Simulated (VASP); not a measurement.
# N (P6_3/mmc) in VASP: further runs

Runs on N. Level: HSE06. Tasks: single point.

All numbers are computed with VASP 6.6.1; they aren't measurements. Logs are shortened: lines on timing, memory, paths and dates and some standing lists are left out, and cuts for length are marked.

## Step 1: The cell of the first run

Symmetry: P6_3/mmc, No. 194, hexagonal system. Conventional cell: a = 3.371 Å, b = 3.371 Å, c = 7.194 Å, α = 90.00°, β = 90.00°, γ = 120.00°. Within 1.5 Å of N (site symmetry 3m) lie 1 N at 1.09 Å.

## Step 2: Single point, HSE06 (strain -5.9%)

POSCAR

```
N
1.0
    3.3706078979      0.0000000000      0.0000000000
   -1.6853039490      2.9190320658      0.0000000000
    0.0000000000      0.0000000000      7.1937217236
N
4
Direct
    0.3333333333      0.6666666667      0.3260037860
    0.3333333333      0.6666666667      0.1739962140
    0.6666666667      0.3333333333      0.8260037860
    0.6666666667      0.3333333333      0.6739962140
```

INCAR.step1

```
ALGO = Normal
EDIFF = 1E-5
ENCUT = 520
GGA = PE
ISIF = 2
ISMEAR = 0
LASPH = T
LREAL = F
LWAVE = T
NBANDS = 18
NELM = 80
PREC = Accurate
SIGMA = 0.01
```

INCAR.step2

```
ALGO = Normal
EDIFF = 1E-6
ENCUT = 520
GGA = PE
HFSCREEN = 0.2079
ISIF = 2
ISMEAR = 0
ISTART = 1
LASPH = T
LCHARG = T
LELF = T
LHFCALC = T
LREAL = F
LVHAR = T
LWAVE = F
NBANDS = 18
NELM = 80
PREC = Accurate
PRECFOCK = Normal
SIGMA = 0.01
```

KPOINTS

```
k-points
0
Gamma
  6 6 2
```

Potentials or basis: VASP PAW PBE potentials, release 64 (N).

Run with:

```bash
$ cat potpaw_PBE.64/N/POTCAR > POTCAR
$ cp INCAR.step1 INCAR
$ mpirun -np 1 vasp_std > vasp.out
$ cp INCAR.step2 INCAR
$ mpirun -np 1 vasp_std > vasp.out
```

OUTCAR:

```text
EDIFF = 1E-6
   ENCUT = 520
   GGA = PE
   HFSCREEN = 0.2079
   ISIF = 2
   ISMEAR = 0
   ISTART = 1
   LASPH = T
   LHFCALC = T
   LREAL = F
   NELM = 80
   PREC = Accurate
   PRECFOCK = Normal

 ion  position               nearest neighbor table
   1  0.333  0.667  0.326-   2 1.09
   2  0.333  0.667  0.174-   1 1.09
   3  0.667  0.333  0.826-   4 1.09
   4  0.667  0.333  0.674-   3 1.09

  LATTYP: Found a hexagonal cell.
 ALAT       =     3.3706078979
 C/A-ratio  =     2.1342505392

  Lattice vectors:

 A1 = (   3.3706078979,   0.0000000000,   0.0000000000)
 A2 = (  -1.6853039490,   2.9190320658,   0.0000000000)
 A3 = (   0.0000000000,   0.0000000000,   7.1937217236)

Analysis of symmetry for initial positions (statically):
=====================================================================
 Subroutine PRICEL returns:
 Original cell was already a primitive cell.

 Routine SETGRP: Setting up the symmetry group for a
 hexagonal supercell.

 Subroutine GETGRP returns: Found 24 space group operations
 (whereof 12 operations were pure point group operations)
 out of a pool of 24 trial point group operations.

The static configuration has the point symmetry D_3d.
 The point group associated with its full space group is D_6h.

Analysis of symmetry for dynamics (positions and initial velocities):
=====================================================================
 Subroutine PRICEL returns:
 Original cell was already a primitive cell.

 Routine SETGRP: Setting up the symmetry group for a
 hexagonal supercell.

 Subroutine GETGRP returns: Found 24 space group operations
 (whereof 12 operations were pure point group operations)
 out of a pool of 24 trial point group operations.

The dynamic configuration has the point symmetry D_3d.
 The point group associated with its full space group is D_6h.

 Subroutine INISYM returns: Found 24 space group operations
 (whereof 12 operations are pure point group operations),
 and found     1 'primitive' translations

----------------------------------------------------------------------------------------

                                     Primitive cell

  volume of cell :      70.7784

  direct lattice vectors                    reciprocal lattice vectors
     3.370607898  0.000000000  0.000000000     0.296682388  0.171289657  0.000000000
    -1.685303949  2.919032066  0.000000000     0.000000000  0.342579313  0.000000000
     0.000000000  0.000000000  7.193721724     0.000000000  0.000000000  0.139010103

  length of vectors
     3.370607898  3.370607898  7.193721724     0.342579313  0.342579313  0.139010103

  position of ions in fractional coordinates (direct lattice)
     0.333333333  0.666666667  0.326003786
     0.333333333  0.666666667  0.173996214
     0.666666667  0.333333333  0.826003786
     0.666666667  0.333333333  0.673996214

  ion indices of the primitive-cell ions
   primitive index   ion index
                 1           1
                 2           2
                 3           3
                 4           4

----------------------------------------------------------------------------------------

 KPOINTS: k-points

Automatic generation of k-mesh.
 Grid dimensions read from file:
 generate k-points for:    6    6    2

 Generating k-lattice:

  Cartesian coordinates                     Fractional coordinates (reciprocal lattice)
     0.049447065  0.028548276  0.000000000     0.166666667  0.000000000  0.000000000
     0.000000000  0.057096552  0.000000000     0.000000000  0.166666667  0.000000000
     0.000000000  0.000000000  0.069505052     0.000000000  0.000000000  0.500000000

  Length of vectors
     0.057096552  0.057096552  0.069505052

  Shift w.r.t. Gamma in fractional coordinates (k-lattice)
     0.000000000  0.000000000  0.000000000

 Subroutine IBZKPT returns following result:
 ===========================================

 Found     14 irreducible k-points:

 Following reciprocal coordinates:
            Coordinates               Weight
  0.000000  0.000000  0.000000      1.000000
  0.166667  0.000000  0.000000      6.000000
  0.333333  0.000000  0.000000      6.000000
  0.500000  0.000000  0.000000      3.000000
  0.166667  0.166667  0.000000      6.000000
  0.333333  0.166667  0.000000     12.000000
  0.333333  0.333333  0.000000      2.000000
  0.000000  0.000000  0.500000      1.000000
  0.166667  0.000000  0.500000      6.000000
  0.333333  0.000000  0.500000      6.000000
  0.500000  0.000000  0.500000      3.000000
  0.166667  0.166667  0.500000      6.000000
  0.333333  0.166667  0.500000     12.000000
  0.333333  0.333333  0.500000      2.000000
   k-points           NKPTS =     14   k-points in BZ     NKDIM =     72   number of bands    NBANDS=     18
   number of dos      NEDOS =    301   number of ions     NIONS =      4
   total plane-waves  NPLWV =  42336
   dimension x,y,z NGX =    28 NGY =   28 NGZ =   54
   dimension x,y,z NGXF=    56 NGYF=   56 NGZF=  108
   ions per type =               4
   NGX,Y,Z   is equivalent  to a cutoff of  13.81, 13.81, 12.48 a.u.
   NGXF,Y,Z  is equivalent  to a cutoff of  27.62, 27.62, 24.96 a.u.
 SYSTEM =  unknown system
   PREC   = accura    normal or accurate (medium, high low for compatibility)
   ISTART =      1    job   : 0-new  1-cont  2-samecut
   ICHARG =      0    charge: 1-file 2-atom 10-const
   ISPIN  =      1    spin polarized calculation?
   LNONCOLLINEAR =      F non collinear calculations
   LSORBIT =      F    spin-orbit coupling
   LASPH  =      T    aspherical Exc in radial PAW
   ENCUT  =  520.0 eV  38.22 Ry    6.18 a.u.   6.27  6.27 13.38*2*pi/ulx,y,z
   NELM   =     80;   NELMIN=  2; NELMDL=  0     # of ELM steps
   EDIFF  = 0.1E-05   stopping-criterion for ELM
   LREAL  =      F    real-space projection
   EDIFFG = 0.1E-04   stopping-criterion for IOM
   NSW    =      0    number of steps for IOM
   IBRION =     -1    ionic relax: 0-MD 1-quasi-New 2-CG
   NFREE  =      0    steps in history (QN), initial steepest desc. (CG)
   ISIF   =      2    stress and relaxation
   ISYM   =      3    0-nonsym 1-usesym 2-fastsym
   POTIM  = 0.5000    time-step for ionic-motion
   TEBEG  =    0.0;   TEEND  =   0.0 temperature during run
   PSTRESS=    0.0 pullay stress
   NELECT =      20.0000    total number of electrons
   NUPDOWN=      -1.0000    fix difference up-down
   EMIN   =  10.00;   EMAX   =-10.00  energy-range for DOS
   EFERMI =   0.00;   METHOD = LEGACY
   ISMEAR =     0;   SIGMA  =   0.01  broadening in eV -4-tet -1-fermi 0-gaus
   EFERMI_NEDOS =   21; number of points for ismear=-14 and -15
   IALGO  =     38    algorithm
   IMIX   =      1    mixing-type and parameters
     AMIX     =   0.40;   BMIX     =  1.00
     AMIX_MAG =   1.60;   BMIX_MAG =  1.00
  volume/ion in A,a.u.               =      17.69       119.41
  Fermi-wavevector in a.u.,A,eV,Ry     =   1.074281  2.030097 15.702209  1.154080
  Thomas-Fermi vector in A             =   2.210105
   LORBIT       =      0    0 simple, 1 ext, 2 COOP (PROOUT), +10 PAW based schemes
   GGA     = PE    functional components
   LHFCALC =     T    Hartree Fock is set to
   PRECFOCK=normal    Normal, Fast or Accurate (Low or Medium for compatibility)
   ENCUT4O =  -1.0   cutoff for four orbital integrals eV
   NKREDX  =     1    reduce k-point grid by
   NKREDY  =     1    reduce k-point grid by
   NKREDZ  =     1    reduce k-point grid by
   AEXX    =    0.2500 exact exchange contribution
   HFSCREEN=    0.2079 screening length (either q_TF or 0.3 A-1)
   HFSCREENC=   0.2079 screening length for correlation (either q_TF or 0.3 A-1)
   ENCUTFOCK=  -1.0 apply spherical cutoff to Coloumb kernel
   IVDW    =     0    specifies the selected vdW correction
   LEPSILON=     F    determine dielectric tensor
   LRPA    =     F    only Hartree local field effects (RPA)
 non-spin polarized calculation
 Gauss-broadening in eV      SIGMA  =   0.01
  energy-cutoff  :      520.00
  volume of cell :       70.78
 maximum number of plane-waves:      1920
 NGX is ok and might be reduce to    28
  NGX = 20; NGY = 20; NGZ = 42

 number of electron      19.9999998 magnetization

 Free energy of the ion-electron system (eV)
  ---------------------------------------------------
  ext. energy  EPLUGINS =         0.00000000
  ---------------------------------------------------
  free energy    TOTEN  =       -40.72193288 eV

  energy without entropy =      -40.72193288  energy(sigma->0) =      -40.72193288

 E-fermi :  -6.6675     XC(G=0):  -6.1828

 val. band max:       -6.7219018393   @ k =   0.1667   0.0000   0.0000
 cond. band min:       2.1101357217   @ k =   0.5000   0.0000   0.0000
 fundamental gap:      8.8320375611
 Fermi energy:        -6.6674916906

 k-point     1 :       0.0000    0.0000    0.0000
  band No.  band energies     occupation
      1     -27.0041      2.00000
      2     -26.9613      2.00000
      3     -11.6737      2.00000
      4     -10.3606      2.00000
      5      -8.5567      2.00000
      6      -7.9056      2.00000
[... 10 lines left out ...]
     17       8.8765      0.00000
     18      12.6636      0.00000

 k-point     2 :       0.1667    0.0000    0.0000
  band No.  band energies     occupation
      1     -26.9683      2.00000
      2     -26.9310      2.00000
      3     -11.5121      2.00000
      4     -10.3434      2.00000
      5      -8.7313      2.00000
      6      -8.2479      2.00000
[... 10 lines left out ...]
     17       9.6937      0.00000
     18      12.7223      0.00000

 k-point     3 :       0.3333    0.0000    0.0000
  band No.  band energies     occupation
      1     -26.8945      2.00000
      2     -26.8708      2.00000
      3     -11.1255      2.00000
      4     -10.3578      2.00000
      5      -9.0753      2.00000
      6      -8.8221      2.00000
[... 202 lines left out ...]
 k-point    13 :       0.3333    0.1667    0.5000
  band No.  band energies     occupation
      1     -26.8487      2.00000
      2     -26.8487      2.00000
      3     -10.6917      2.00000
      4     -10.6917      2.00000
      5      -8.9340      2.00000
      6      -8.9340      2.00000
[... 10 lines left out ...]
     17      10.3062      0.00000
     18      10.3062      0.00000

 k-point    14 :       0.3333    0.3333    0.5000
  band No.  band energies     occupation
      1     -26.8317      2.00000
      2     -26.8317      2.00000
      3     -10.6234      2.00000
      4     -10.6234      2.00000
      5      -8.7394      2.00000
      6      -8.7394      2.00000
[... 10 lines left out ...]
     17      10.0484      0.00000
     18      10.0484      0.00000

------------------------ aborting loop because EDIFF is reached ----------------------------------------

  FORCE on cell =-STRESS in cart. coord.  units (eV):
  Direction    XX          YY          ZZ          XY          YZ          ZX
  --------------------------------------------------------------------------------------
  -------------------------------------------------------------------------------------
  Total        0.8749430      0.8749430      3.8572471     -0.0000000      0.0000000      0.0000000
  in kB       19.8056735     19.8056735     87.3146889     -0.0000000      0.0000000      0.0000000
  external PRESSURE =      42.3086786 kB  Pullay stress =       0.0000000 kB

 VOLUME and BASIS-vectors are now :
 -----------------------------------------------------------------------------
  energy-cutoff  :      520.00
  volume of cell :       70.78
      direct lattice vectors                 reciprocal lattice vectors
     3.370607898  0.000000000  0.000000000     0.296682388  0.171289657  0.000000000
    -1.685303949  2.919032066  0.000000000     0.000000000  0.342579313  0.000000000
     0.000000000  0.000000000  7.193721724     0.000000000  0.000000000  0.139010103

 POSITION                                       TOTAL-FORCE (eV/Angst)
 -----------------------------------------------------------------------------------
     -0.00000      1.94602      2.34518         0.000000     -0.000000      1.462286
     -0.00000      1.94602      1.25168         0.000000     -0.000000     -1.462286
      1.68530      0.97301      5.94204         0.000000      0.000000      1.462286
      1.68530      0.97301      4.84854        -0.000000      0.000000     -1.462286
 -----------------------------------------------------------------------------------
    total drift:                                0.000000      0.000000     -0.000000

  FREE ENERGIE OF THE ION-ELECTRON SYSTEM (eV)
  ---------------------------------------------------
  free  energy   TOTEN  =       -40.7219328845 eV

  energy  without entropy=      -40.7219328845  energy(sigma->0) =      -40.72193288
```

It took 26 min on 1 thread of Intel Xeon 8259CL, shared host; peak memory 0.3 GiB.

Results:

| Item | Value |
| --- | --- |
| Free energy | -40.7219 eV |
| Pressure | 4.2 GPa |
| Largest force | 1.462 eV/Å |
| Band gap on the k mesh | 8.83 eV (least direct gap 8.93 eV) |

Forces in eV/Å, atoms in the order of the input:
```
N    0.000  0.000  1.462
N    0.000  0.000 -1.462
N    0.000  0.000  1.462
N    0.000  0.000 -1.462
```

Caveat: the k points lie up to 0.44 Å⁻¹ apart; the cell differs from its parent crystal (strain -5.9%); the standard files for N, O and F lose accuracy on very short bonds; this functional lacks dispersion, which holds the molecules together, so the pressure and a relaxed volume are unreliable; the PAW data sets were made with another functional, which shifts forces and pressure a little. A k mesh can miss the band edges.

## Step 3: Single point, HSE06 (epitaxial xy strain +1.9%)

POSCAR

```
N
1.0
    3.6466583217      0.0000000000      0.0000000000
   -1.8233291608      3.1580987455      0.0000000000
    0.0000000000      0.0000000000      7.5708304627
N
4
Direct
    0.3333333333      0.6666666667      0.3222423022
    0.3333333333      0.6666666667      0.1777576978
    0.6666666667      0.3333333333      0.8222423022
    0.6666666667      0.3333333333      0.6777576978
```

INCAR.step1

```
SYSTEM = N
PREC = Accurate
ENCUT = 520
EDIFF = 1E-5
ISMEAR = 0
SIGMA = 0.01
LREAL = .FALSE.
LASPH = .TRUE.
NELM = 100
ALGO = Normal
ISIF = 2
LWAVE = .TRUE.
GGA = PE
NBANDS = 18
```

INCAR.step2

```
SYSTEM = N
PREC = Accurate
ENCUT = 520
EDIFF = 1E-6
ISMEAR = 0
SIGMA = 0.01
LREAL = .FALSE.
LASPH = .TRUE.
NELM = 100
ALGO = Normal
ISIF = 2
LWAVE = .FALSE.
LCHARG = .TRUE.
GGA = PE
LHFCALC = .TRUE.
HFSCREEN = 0.2079
PRECFOCK = Normal
LELF = .TRUE.
LVHAR = .TRUE.
ISTART = 1
NBANDS = 18
```

KPOINTS

```
regular mesh
0
G
  6 6 2
  0 0 0
```

Potentials or basis: VASP PAW PBE potentials, release 64 (N).

Run with:

```bash
$ cat potpaw_PBE.64/N/POTCAR > POTCAR
$ cp INCAR.step1 INCAR
$ mpirun -np 1 vasp_std > vasp.out
$ cp INCAR.step2 INCAR
$ mpirun -np 1 vasp_std > vasp.out
```

OUTCAR:

```text
SYSTEM = N
   PREC = Accurate
   ENCUT = 520
   EDIFF = 1E-6
   ISMEAR = 0
   LREAL = .FALSE.
   LASPH = .TRUE.
   NELM = 100
   ISIF = 2
   GGA = PE
   LHFCALC = .TRUE.
   HFSCREEN = 0.2079
   PRECFOCK = Normal
   ISTART = 1

 ion  position               nearest neighbor table
   1  0.333  0.667  0.322-   2 1.09
   2  0.333  0.667  0.178-   1 1.09
   3  0.667  0.333  0.822-   4 1.09
   4  0.667  0.333  0.678-   3 1.09

[... 490 lines left out ...]

  FORCE on cell =-STRESS in cart. coord.  units (eV):
  Direction    XX          YY          ZZ          XY          YZ          ZX
  --------------------------------------------------------------------------------------
  -------------------------------------------------------------------------------------
  Total        0.2511582      0.2511582      3.3574840      0.0000000      0.0000000      0.0000000
  in kB        4.6152339      4.6152339     61.6964578      0.0000000      0.0000000      0.0000000
  external PRESSURE =      23.6423085 kB  Pullay stress =       0.0000000 kB

 VOLUME and BASIS-vectors are now :
 -----------------------------------------------------------------------------
  energy-cutoff  :      520.00
  volume of cell :       87.19
      direct lattice vectors                 reciprocal lattice vectors
     3.646658322  0.000000000  0.000000000     0.274223662  0.158323105  0.000000000
    -1.823329161  3.158098745  0.000000000     0.000000000  0.316646210  0.000000000
     0.000000000  0.000000000  7.570830463     0.000000000  0.000000000  0.132085906

 POSITION                                       TOTAL-FORCE (eV/Angst)
 -----------------------------------------------------------------------------------
     -0.00000      2.10540      2.43964         0.000000     -0.000000      1.494429
     -0.00000      2.10540      1.34577         0.000000     -0.000000     -1.494429
      1.82333      1.05270      6.22506        -0.000000      0.000000      1.494429
      1.82333      1.05270      5.13119        -0.000000      0.000000     -1.494429
 -----------------------------------------------------------------------------------
    total drift:                                0.000000     -0.000000     -0.000000

  FREE ENERGIE OF THE ION-ELECTRON SYSTEM (eV)
  ---------------------------------------------------
  free  energy   TOTEN  =       -40.8576071555 eV

  energy  without entropy=      -40.8576071555  energy(sigma->0) =      -40.85760716
```

OUTCAR.step1:

```text
SYSTEM = N
   PREC = Accurate
   ENCUT = 520
   EDIFF = 1E-5
   ISMEAR = 0
   LREAL = .FALSE.
[... 514 lines left out ...]
     -0.00000      2.10540      1.34577        -0.000000      0.000000     -3.126629
      1.82333      1.05270      6.22506        -0.000000     -0.000000      3.126629
      1.82333      1.05270      5.13119         0.000000      0.000000     -3.126629
 -----------------------------------------------------------------------------------
    total drift:                               -0.000000      0.000000      0.000000

  FREE ENERGIE OF THE ION-ELECTRON SYSTEM (eV)
  ---------------------------------------------------
  free  energy   TOTEN  =       -33.2158931002 eV

  energy  without entropy=      -33.2158931002  energy(sigma->0) =      -33.21589310
```

OSZICAR.step1:

```text
N       E                     dE             d eps       ncg     rms          rms(c)
DAV:   1     0.117091624079E+03    0.11709E+03   -0.93069E+03   504   0.930E+02
DAV:   2    -0.253815167802E+02   -0.14247E+03   -0.13614E+03   678   0.231E+02
DAV:   3    -0.349717779117E+02   -0.95903E+01   -0.95259E+01   560   0.667E+01
DAV:   4    -0.350508106272E+02   -0.79033E-01   -0.78983E-01   564   0.742E+00
DAV:   5    -0.350514979057E+02   -0.68728E-03   -0.68726E-03   572   0.619E-01    0.115E+01
DAV:   6    -0.335656128382E+02    0.14859E+01   -0.17121E+00   518   0.887E+00    0.661E+00
DAV:   7    -0.332262433530E+02    0.33937E+00   -0.11872E+00   614   0.741E+00    0.178E+00
DAV:   8    -0.332161004706E+02    0.10143E-01   -0.89943E-02   530   0.221E+00    0.245E-01
DAV:   9    -0.332157939297E+02    0.30654E-03   -0.26385E-03   528   0.383E-01    0.114E-01
DAV:  10    -0.332159082149E+02   -0.11429E-03   -0.19966E-04   514   0.128E-01    0.386E-02
DAV:  11    -0.332158956442E+02    0.12571E-04   -0.11130E-05   438   0.314E-02    0.586E-03
DAV:  12    -0.332158931002E+02    0.25441E-05   -0.45891E-06   400   0.187E-02
   1 F= -.33215893E+02 E0= -.33215893E+02  d E =-.912054E-15
```

Wall time 34 min (1 thread of AMD EPYC 7R43 (Zen 3), shared host); peak memory 0.28 GiB.

What came out:

| Item | Value |
| --- | --- |
| Free energy | -40.8576 eV |
| Pressure | 2.4 GPa |
| Largest force | 1.494 eV/Å |
| Band gap on the k mesh | 9.36 eV (least direct gap 9.42 eV) |

Forces in eV/Å, atoms in the order of the input:
```
N    0.000  0.000  1.494
N    0.000  0.000 -1.494
N    0.000  0.000  1.494
N    0.000  0.000 -1.494
```

Levels at points of the mesh, in eV from the valence-band top:
```csv
k point,band 6,band 7,band 8,band 9,band 10,band 11,band 12,band 13,band 14,band 15
"(0.00, 0.00, 0.00)",-1.18,-1.18,-1.13,-1.13,-0.03,10.91,10.91,11.24,11.24,12.77
"(0.50, 0.00, 0.00)",-1.88,-1.37,-1.26,-0.42,-0.06,9.36,10.13,10.48,11.19,14.58
"(0.00, 0.00, 0.50)",-1.15,-1.15,-1.15,-0.55,-0.55,11.07,11.07,11.07,11.07,12.84
"(0.50, 0.00, 0.50)",-1.89,-1.31,-1.31,-0.27,-0.27,9.75,9.75,10.82,10.82,15.36
```

Caveat: the cell differs from its parent crystal (epitaxial xy strain +1.9%); the standard files for N, O and F lose accuracy on very short bonds; this functional lacks dispersion, which holds the molecules together, so the pressure and a relaxed volume are unreliable; the PAW data sets were made with another functional, which shifts forces and pressure a little.
